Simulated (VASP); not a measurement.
# NiSb (P6_3/mmc) in VASP: notebook, part 2 of 2

VASP 6.6.1. Earlier steps stand in the parts before.

### Step 4. Relaxation of shape and atoms at fixed volume, PBE (15.53 Å³/atom)

This run uses another cell than the first one, of 15.53 Å³/atom.

The input, INCAR:

```
SYSTEM = NiSb
PREC = Accurate
ENCUT = 600
EDIFF = 1E-6
ISMEAR = 0
SIGMA = 0.1
LREAL = .False.
LASPH = .True.
NELM = 100
ALGO = Normal
ISIF = 4
LWAVE = .False.
LCHARG = .False.
GGA = PE
IBRION = 2
NSW = 50
EDIFFG = -0.01
```

The input, KPOINTS:

```
regular mesh
0
Gamma
  12 12 8
  0 0 0
```

The input, POSCAR:

```
NiSb
1.0
    3.8098129131      0.0000000000      0.0000000000
   -1.9049064566      3.2993947664      0.0000000000
    0.0000000000      0.0000000000      4.9417256715
Ni Sb
2 2
Direct
    0.0000000000      0.0000000000      0.0000000000
    0.0000000000      0.0000000000      0.5000000000
    0.3333333333      0.6666666667      0.2500000000
    0.6666666667      0.3333333333      0.7500000000
```

Run with:

```console
> cat potpaw_PBE.64/Ni/POTCAR potpaw_PBE.64/Sb/POTCAR > POTCAR
> mpirun -np 1 vasp_std > vasp.out
```

It took 73 s on 1 thread of AMD EPYC 9R45 (Zen 5), shared host; peak memory 0.24 GiB.

It converged, with:

```
Free energy             : -19.8660 eV
Pressure after relaxing : 19.5 GPa
Band gap on the k mesh  : zero (bands 15 and 16 overlap by 3.82 eV)
```

Stress tensor (GPa, compression positive):
```
19.44  0.00  0.00
 0.00 19.44  0.00
 0.00  0.00 19.57
```

Final structure:
```
Ni Sb
1.0
     3.80981    0.00000    0.00000
    -1.90491    3.29939    0.00000
     0.00000    0.00000    4.94173
Ni Sb
2 2
Direct
  0.00000 0.00000 0.00000
  0.00000 0.00000 0.50000
  0.33333 0.66667 0.25000
  0.66667 0.33333 0.75000
```

Levels at points of the mesh, in eV from the Fermi level:
```csv
k point,band 11,band 12,band 13,band 14,band 15,band 16,band 17,band 18,band 19
"(0.00, 0.00, 0.00)",-1.60,-1.60,-0.07,0.58,0.58,2.68,2.68,3.15,4.51
"(0.50, 0.00, 0.00)",-2.52,-2.23,-1.90,-1.68,-1.59,-0.24,1.23,3.42,4.44
"(0.00, 0.00, 0.50)",-2.51,-2.51,0.56,0.56,2.25,2.25,2.25,2.25,5.42
"(0.50, 0.00, 0.50)",-2.32,-2.32,-2.17,-2.17,0.10,0.10,1.95,1.95,5.53
```

Caveat: spin-orbit coupling is left out, which moves the levels of the heavy elements. Spin polarisation is off, so any magnetic state and its effect on volume and gap are missing.

### Step 5. Relaxation of shape and atoms at fixed volume, PBE (16.06 Å³/atom)

This run uses another cell than the first one, of 16.06 Å³/atom.

The input, INCAR:

```
SYSTEM = NiSb
PREC     = Accurate       ! precision mode
ENCUT    = 600            ! plane-wave cutoff, eV
EDIFF    = 1E-7           ! SCF threshold, eV
ISMEAR   = 0              ! smearing method
SIGMA    = 0.1            ! smearing width, eV
LREAL    = .False.        ! projectors in reciprocal space
LASPH    = .True.         ! aspherical terms in the spheres
NELM     = 100            ! most SCF steps
ALGO     = Normal         ! electronic algorithm
ISIF     = 4              ! what is computed and relaxed
LWAVE    = .False.        ! write WAVECAR
LCHARG   = .False.        ! write CHGCAR
GGA      = PE             ! functional
IBRION   = 2              ! ionic algorithm
NSW      = 50             ! ionic steps
EDIFFG   = -0.01          ! ionic threshold
```

KPOINTS is that of step 4.

The input, POSCAR:

```
NiSb
1.0
    3.8526233831      0.0000000000      0.0000000000
   -1.9263116916      3.3364697209      0.0000000000
    0.0000000000      0.0000000000      4.9972553269
Ni Sb
2 2
Direct
    0.0000000000      0.0000000000      0.0000000000
    0.0000000000      0.0000000000      0.5000000000
    0.3333333333      0.6666666667      0.2500000000
    0.6666666667      0.3333333333      0.7500000000
```

Potentials or basis: VASP PAW PBE potentials, release 64 (Ni, Sb).

Run with:

```console
> cat potpaw_PBE.64/Ni/POTCAR potpaw_PBE.64/Sb/POTCAR > POTCAR
> mpirun -np 1 vasp_std > vasp.out
```

OUTCAR:

```text
SYSTEM = NiSb
   PREC = Accurate
   ENCUT = 600
   EDIFF = 1E-7
   ISMEAR = 0
   LREAL = .False.
   LASPH = .True.
   NELM = 100
   ISIF = 4
   GGA = PE
   IBRION = 2
   NSW = 50
   EDIFFG = -0.01

 ion  position               nearest neighbor table
   1  0.000  0.000  0.000-   2 2.50   2 2.50   4 2.55   3 2.55   3 2.55   4 2.55   4 2.55   3 2.55

   2  0.000  0.000  0.500-   1 2.50   1 2.50   4 2.55   3 2.55   3 2.55   4 2.55   4 2.55   3 2.55

   3  0.333  0.667  0.250-   1 2.55   2 2.55   1 2.55   2 2.55   1 2.55   2 2.55   4 3.35   4 3.35
                             4 3.35   4 3.35   4 3.35   4 3.35
   4  0.667  0.333  0.750-   1 2.55   2 2.55   1 2.55   2 2.55   1 2.55   2 2.55   3 3.35   3 3.35
                             3 3.35   3 3.35   3 3.35   3 3.35

  LATTYP: Found a hexagonal cell.
 ALAT       =     3.8526233831
 C/A-ratio  =     1.2971045519

  Lattice vectors:

 A1 = (   3.8526233831,   0.0000000000,   0.0000000000)
 A2 = (  -1.9263116916,   3.3364697209,   0.0000000000)
 A3 = (   0.0000000000,   0.0000000000,   4.9972553269)

Analysis of symmetry for initial positions (statically):
[... 182 lines left out ...]

 val. band max:       11.0679100664   @ k =   0.4167   0.0000   0.1250
 cond. band min:      11.0890520110   @ k =   0.1667   0.0000   0.5000
 fundamental gap:      0.0211419446
 Fermi energy:        11.0751801896

 k-point     1 :       0.0000    0.0000    0.0000
  band No.  band energies     occupation
      1      -2.5113      2.00000
      2       2.5262      2.00000
      3       4.3641      2.00000
      4       6.7520      2.00000
      5       6.7520      2.00000
      6       7.5434      2.00000
[... 505 lines left out ...]
      6       7.5214      2.00000
[... 11 lines left out ...]
     18      14.5107      0.00000
     19      15.0745      0.00000

 [... further k-points ...]

------------------------ aborting loop because EDIFF is reached ----------------------------------------

  FORCE on cell =-STRESS in cart. coord.  units (eV):
  Direction    XX          YY          ZZ          XY          YZ          ZX
  --------------------------------------------------------------------------------------
  -------------------------------------------------------------------------------------
  Total        5.2547160      5.2547160      5.3008947     -0.0000000      0.0000000     -0.0000000
  in kB      131.0643405    131.0643405    132.2161412     -0.0000000      0.0000000     -0.0000000
  external PRESSURE =     131.4482741 kB  Pullay stress =       0.0000000 kB

 VOLUME and BASIS-vectors are now :
 -----------------------------------------------------------------------------
  energy-cutoff  :      600.00
  volume of cell :       64.24
      direct lattice vectors                 reciprocal lattice vectors
     3.852623383  0.000000000  0.000000000     0.259563394  0.149858995  0.000000000
    -1.926311692  3.336469721  0.000000000     0.000000000  0.299717990  0.000000000
     0.000000000  0.000000000  4.997255327     0.000000000  0.000000000  0.200109847

 POSITION                                       TOTAL-FORCE (eV/Angst)
 -----------------------------------------------------------------------------------
      0.00000      0.00000      0.00000        -0.000000      0.000000     -0.000000
      0.00000      0.00000      2.49863        -0.000000      0.000000     -0.000000
     -0.00000      2.22431      1.24931         0.000000      0.000000     -0.000000
      1.92631      1.11216      3.74794         0.000000     -0.000000      0.000000
 -----------------------------------------------------------------------------------
    total drift:                                0.000000     -0.000000     -0.000000

  FREE ENERGIE OF THE ION-ELECTRON SYSTEM (eV)
  ---------------------------------------------------
  free  energy   TOTEN  =       -20.0803244636 eV

  energy  without entropy=      -20.0720997168  energy(sigma->0) =      -20.07621209

 reached required accuracy - stopping structural energy minimisation
```

CONTCAR:

```text
NiSb
   1.00000000000000
     3.8526233831000001    0.0000000000000000    0.0000000000000000
    -1.9263116916000000    3.3364697208999998    0.0000000000000000
     0.0000000000000000    0.0000000000000000    4.9972553269000004
  Ni              Sb
     2     2
Direct
     0.0000000000000000    0.0000000000000000    0.0000000000000000
     0.0000000000000000    0.0000000000000000    0.5000000000000000
     0.3333333332999970    0.6666666667000030    0.2500000000000000
     0.6666666667000030    0.3333333332999970    0.7500000000000000

  0.00000000E+00  0.00000000E+00  0.00000000E+00
  0.00000000E+00  0.00000000E+00  0.00000000E+00
  0.00000000E+00  0.00000000E+00  0.00000000E+00
  0.00000000E+00  0.00000000E+00  0.00000000E+00
```

Wall time 90 s (1 thread of AMD EPYC 9R45 (Zen 5), shared host); peak memory 0.26 GiB.

What came out:

```yaml
Free_energy: -20.0803 eV
Pressure_after_relaxing: 13.1 GPa
Band_gap_on_the_k_mesh: zero (bands 15 and 16 overlap by 3.66 eV)
```

Final structure:
```
Ni Sb
1.0
     3.85262    0.00000    0.00000
    -1.92631    3.33647    0.00000
     0.00000    0.00000    4.99726
Ni Sb
2 2
Cartesian
  0.0000 0.0000 0.0000
  0.0000 0.0000 2.4986
  0.0000 2.2243 1.2493
  1.9263 1.1122 3.7479
```

Caveat: spin-orbit coupling is left out, which moves the levels of the heavy elements. Spin polarisation is off, so any magnetic state and its effect on volume and gap are missing.

### Step 6. Overview

```csv
task,cell,cutoff (eV),gap on the mesh (eV),pressure (GPa)
single point,"a = 4.015, b = 4.015, c = 5.208 Å, angles 90.0, 90.0, 120.0°, 4 atoms",520,none,-3.2
single point,"a = 4.104, b = 4.104, c = 5.323 Å, angles 90.0, 90.0, 120.0°, 4 atoms",520,none,-8.5
relaxation of shape and atoms at fixed volume,"relaxed from a = 3.810, b = 3.810, c = 4.942 Å, angles 90.0, 90.0, 120.0°, 4 atoms",600,none,19.5
relaxation of shape and atoms at fixed volume,"relaxed from a = 3.853, b = 3.853, c = 4.997 Å, angles 90.0, 90.0, 120.0°, 4 atoms",600,none,13.1
```

Alike in all rows: level PBE; potentials or basis VASP PAW PBE potentials, release 64 (Ni, Sb); no spin polarisation; k mesh 12 × 12 × 8; smearing gaussian 0.1 eV.

Caveats: spin-orbit coupling is left out, which moves the levels of the heavy elements; the cell stands under tension (at least some runs).

Absolute energies hang on the potentials; compare differences alone.

The gap in the log of VASP goes by the Fermi energy; the results here count the filled bands.